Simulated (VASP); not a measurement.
# Mg2GeN3 (P-3m1) in VASP: further runs, part 2 of 2

VASP 6.6.1. The steps go on from the part before.

## Step 3: Single point, PBE (volume scaled by 1.10, then relaxed in part)

Input file INCAR:

```
SYSTEM = Mg2GeN3
ALGO = Normal ; EDIFF = 1E-7
ENCUT = 520 ; GGA = PE
ISIF = 2 ; ISMEAR = 0
LASPH = .TRUE. ; LCHARG = .FALSE.
LREAL = .FALSE. ; LWAVE = .FALSE.
NBANDS = 26 ; NELM = 60
PREC = Accurate ; SIGMA = 0.1
```

Input file KPOINTS:

```
k-points
0
G
  12 12 4
  0 0 0
```

Input file POSCAR:

```
Mg2GeN3
1.0
    3.0980816454      0.0000000000      0.0000000000
   -1.5490408227      2.6830174079      0.0000000000
    0.0000000000      0.0000000000      7.9887630662
Mg Ge N
2 1 3
Direct
    0.3333333333      0.6666666667      0.6645048332
    0.6666666667      0.3333333333      0.3354951668
    0.0000000000      0.0000000000      0.0000000000
    0.3333333333      0.6666666667      0.1403949803
    0.6666666667      0.3333333333      0.8596050197
    0.0000000000      0.0000000000      0.5000000000
```

Potentials or basis: VASP PAW PBE potentials, release 64 (Mg, Ge_d, N).

On the command line:

```
$ cat potpaw_PBE.64/Mg/POTCAR potpaw_PBE.64/Ge_d/POTCAR potpaw_PBE.64/N/POTCAR > POTCAR
$ mpirun -np 1 vasp_std > vasp.out
```

OUTCAR:

```text
SYSTEM = Mg2GeN3
   EDIFF = 1E-7
   ENCUT = 520
   GGA = PE
   ISIF = 2
   ISMEAR = 0
   LASPH = .TRUE.
   LREAL = .FALSE.
   NELM = 60
   PREC = Accurate

 ion  position               nearest neighbor table
   1  0.333  0.667  0.665-   6 2.22   6 2.22   6 2.22   5 2.37   5 2.37   5 2.37   2 3.18   2 3.18
                             2 3.18   3 3.22   3 3.22   3 3.22
   2  0.667  0.333  0.335-   6 2.22   6 2.22   6 2.22   4 2.37   4 2.37   4 2.37   1 3.18   1 3.18
                             1 3.18   3 3.22   3 3.22   3 3.22
   3  0.000  0.000  0.000-   4 2.11   5 2.11   4 2.11   5 2.11   5 2.11   4 2.11   1 3.22   2 3.22
                             1 3.22   2 3.22   1 3.22   2 3.22
   4  0.333  0.667  0.140-   3 2.11   3 2.11   3 2.11   2 2.37   2 2.37   2 2.37
   5  0.667  0.333  0.860-   3 2.11   3 2.11   3 2.11   1 2.37   1 2.37   1 2.37
   6  0.000  0.000  0.500-   1 2.22   2 2.22   1 2.22   2 2.22   2 2.22   1 2.22

  LATTYP: Found a hexagonal cell.
 ALAT       =     3.0980816454
 C/A-ratio  =     2.5786160536

  Lattice vectors:

 A1 = (   3.0980816454,   0.0000000000,   0.0000000000)
 A2 = (  -1.5490408227,   2.6830174079,   0.0000000000)
 A3 = (   0.0000000000,   0.0000000000,   7.9887630662)

Analysis of symmetry for initial positions (statically):
=====================================================================
 Subroutine PRICEL returns:
 Original cell was already a primitive cell.

 Routine SETGRP: Setting up the symmetry group for a
 hexagonal supercell.

 Subroutine GETGRP returns: Found 12 space group operations
 (whereof 12 operations were pure point group operations)
 out of a pool of 24 trial point group operations.

The static configuration has the point symmetry D_3d.

Analysis of symmetry for dynamics (positions and initial velocities):
=====================================================================
 Subroutine PRICEL returns:
 Original cell was already a primitive cell.

 Routine SETGRP: Setting up the symmetry group for a
 hexagonal supercell.

 Subroutine GETGRP returns: Found 12 space group operations
 (whereof 12 operations were pure point group operations)
 out of a pool of 24 trial point group operations.

[... 133 lines left out ...]
   GGA     = PE    functional components
   LHFCALC =     F    Hartree Fock is set to
   AEXX    =    0.0000 exact exchange contribution
   IVDW    =     0    specifies the selected vdW correction
   LEPSILON=     F    determine dielectric tensor
   LRPA    =     F    only Hartree local field effects (RPA)
 non-spin polarized calculation
 Gauss-broadening in eV      SIGMA  =   0.10
  energy-cutoff  :      520.00
  volume of cell :       66.40
 maximum number of plane-waves:      1800
 NGX is ok and might be reduce to    24
   NGX = 11   NGY = 11   NGZ = 29

 number of electron      32.9999981 magnetization

 Free energy of the ion-electron system (eV)
  ---------------------------------------------------
  ext. energy  EPLUGINS =         0.00000000
  ---------------------------------------------------
  free energy    TOTEN  =       -33.83364255 eV

  energy without entropy =      -33.81258839  energy(sigma->0) =      -33.82311547

 E-fermi :   4.4954     XC(G=0): -11.1052

 val. band max:        4.4840162276   @ k =   0.2500   0.1667   0.0000
 cond. band min:       4.5007899896   @ k =   0.1667   0.0833   0.0000
 fundamental gap:      0.0167737620
 Fermi energy:         4.4953870639

 k-point     1 :       0.0000    0.0000    0.0000
  band No.  band energies     occupation
      1     -19.4395      2.00000
      2     -19.4329      2.00000
      3     -19.4329      2.00000
      4     -19.3898      2.00000
      5     -19.3898      2.00000
      6     -11.6604      2.00000
[... 685 lines left out ...]
     25      15.4731      0.00000
     26      15.8334      0.00000

 [... further k-points ...]

------------------------ aborting loop because EDIFF is reached ----------------------------------------

  FORCE on cell =-STRESS in cart. coord.  units (eV):
  Direction    XX          YY          ZZ          XY          YZ          ZX
  --------------------------------------------------------------------------------------
  -------------------------------------------------------------------------------------
  Total       -5.1706092     -5.1706092     -5.2162040      0.0000000     -0.0000000      0.0000000
  in kB     -124.7545533   -124.7545533   -125.8546482      0.0000000     -0.0000000      0.0000000
  external PRESSURE =    -125.1212516 kB  Pullay stress =       0.0000000 kB

 VOLUME and BASIS-vectors are now :
 -----------------------------------------------------------------------------
  energy-cutoff  :      520.00
  volume of cell :       66.40
      direct lattice vectors                 reciprocal lattice vectors
     3.098081645  0.000000000  0.000000000     0.322780389  0.186357345  0.000000000
    -1.549040823  2.683017408  0.000000000     0.000000000  0.372714689  0.000000000
     0.000000000  0.000000000  7.988763066     0.000000000  0.000000000  0.125175824

 POSITION                                       TOTAL-FORCE (eV/Angst)
 -----------------------------------------------------------------------------------
     -0.00000      1.78868      5.30857        -0.000000     -0.000000     -0.000458
      1.54904      0.89434      2.68019        -0.000000      0.000000      0.000458
      0.00000      0.00000      0.00000         0.000000      0.000000      0.000000
     -0.00000      1.78868      1.12158         0.000000      0.000000      0.038239
      1.54904      0.89434      6.86718         0.000000      0.000000     -0.038239
      0.00000      0.00000      3.99438         0.000000      0.000000      0.000000
 -----------------------------------------------------------------------------------
    total drift:                                0.000000     -0.000000      0.000000

  FREE ENERGIE OF THE ION-ELECTRON SYSTEM (eV)
  ---------------------------------------------------
  free  energy   TOTEN  =       -33.8336425459 eV

  energy  without entropy=      -33.8125883940  energy(sigma->0) =      -33.82311547
```

stdout:

```text
POSCAR found type information on POSCAR MgGeN
 POSCAR found :  3 types and       6 ions
 scaLAPACK will be used
 LDA part: xc-table for (Slater+PW92), standard interpolation
 POSCAR, INCAR and KPOINTS ok, starting setup
 FFT: planning ... GRIDC
 FFT: planning ... GRID_SOFT
 FFT: planning ... GRID
 WAVECAR not read
 entering main loop
```

Run time: 100 s. Hardware: 1 thread of Intel Xeon 6975P-C (Granite Rapids), shared host; peak memory 0.25 GiB.

What came out:

```
Free energy   : -33.8336 eV
Pressure      : -12.5 GPa
Largest force : 0.038 eV/Å
```

Forces on the atoms (eV/Å):
```
Mg   0.000  0.000  0.000
Mg   0.000  0.000  0.000
Ge   0.000  0.000  0.000
N    0.000  0.000  0.038
N    0.000  0.000 -0.038
N    0.000  0.000  0.000
```

Caveat: the cell differs from its parent crystal (volume scaled by 1.10, then relaxed in part).

## Step 4: Single point, PBE

This run uses another cell than the first one, of 10.06 Å³/atom, 0.943 times its volume.

Input file INCAR:

```
PREC     = Accurate       # precision mode
ENCUT    = 520            # plane-wave cutoff, eV
EDIFF    = 1E-7           # SCF threshold, eV
ISMEAR   = 0              # smearing method
SIGMA    = 0.2            # smearing width, eV
LREAL    = False          # projectors in reciprocal space
LASPH    = True           # aspherical terms in the spheres
NELM     = 100            # most SCF steps
ALGO     = Normal         # electronic algorithm
ISIF     = 2              # what is computed and relaxed
LWAVE    = False          # write WAVECAR
LCHARG   = False          # write CHGCAR
GGA      = PE             # functional
NBANDS   = 26             # bands
```

Input file KPOINTS:

```
regular mesh
0
Gamma
  5 5 2
```

Input file POSCAR:

```
Mg2GeN3
1.0
    3.0011703808      0.0000000000      0.0000000000
   -1.5005851904      2.5990897909      0.0000000000
    0.0000000000      0.0000000000      7.7356703150
Mg Ge N
2 1 3
Direct
    0.3333333333      0.6666666667      0.6673928724
    0.6666666667      0.3333333333      0.3326071276
    0.0000000000      0.0000000000      0.0000000000
    0.3333333333      0.6666666667      0.1434271849
    0.6666666667      0.3333333333      0.8565728151
    0.0000000000      0.0000000000      0.5000000000
```

On the command line:

```
$ cat potpaw_PBE.64/Mg/POTCAR potpaw_PBE.64/Ge_d/POTCAR potpaw_PBE.64/N/POTCAR > POTCAR
$ mpirun -np 1 vasp_std > vasp.out
```

It took 34 s on 1 thread of Intel Xeon 6975P-C (Granite Rapids), shared host; peak memory 0.18 GiB.

Results (log left out):

* Free energy: -34.1524 eV
* Pressure: -0.3 GPa
* Largest force: 0.051 eV/Å

Forces in eV/Å, atoms in the order of the input:
```
Mg   0.000  0.000 -0.051
Mg   0.000  0.000  0.051
Ge   0.000  0.000  0.000
N    0.000  0.000  0.037
N    0.000  0.000 -0.037
N    0.000  0.000  0.000
```

Stress tensor (GPa, compression positive):
```
-0.20  0.00  0.00
 0.00 -0.20  0.00
 0.00  0.00 -0.42
```

Levels at points of the mesh, in eV from the Fermi level:
| k point | band 15 | band 16 | band 17 | band 18 | band 19 | band 20 |
| --- | --- | --- | --- | --- | --- | --- |
| (0.00, 0.00, 0.00) | 0.05 | 0.72 | 0.72 | 3.14 | 5.17 | 7.14 |
| (0.00, 0.00, 0.50) | -0.34 | 0.72 | 0.72 | 3.90 | 5.12 | 6.82 |

Caveat: the k points lie up to 0.48 Å⁻¹ apart.

## Step 5: Overview

| cell | k mesh | smearing | gap on the mesh (eV) | pressure (GPa) | largest force (eV/Å) |
| --- | --- | --- | --- | --- | --- |
| a = 3.060, b = 3.060, c = 7.891 Å, angles 90.0, 90.0, 120.0°, 6 atoms | 12 × 12 × 4 | gaussian 0.1 eV | none | -8.4 | 0.04 |
| a = 3.098, b = 3.098, c = 7.989 Å, angles 90.0, 90.0, 120.0°, 6 atoms | 12 × 12 × 4 | gaussian 0.1 eV | none | -12.5 | 0.04 |
| a = 3.001, b = 3.001, c = 7.736 Å, angles 90.0, 90.0, 120.0°, 6 atoms | 5 × 5 × 2 | gaussian 0.2 eV | none | -0.3 | 0.05 |

Alike in all rows: task single point; level PBE; potentials or basis VASP PAW PBE potentials, release 64 (Mg, Ge_d, N); no spin polarisation; cutoff (eV) 520.

Caveats: some runs use coarse meshes.

Total energies depend on the potentials used, so only differences within one code and one set of settings carry meaning.
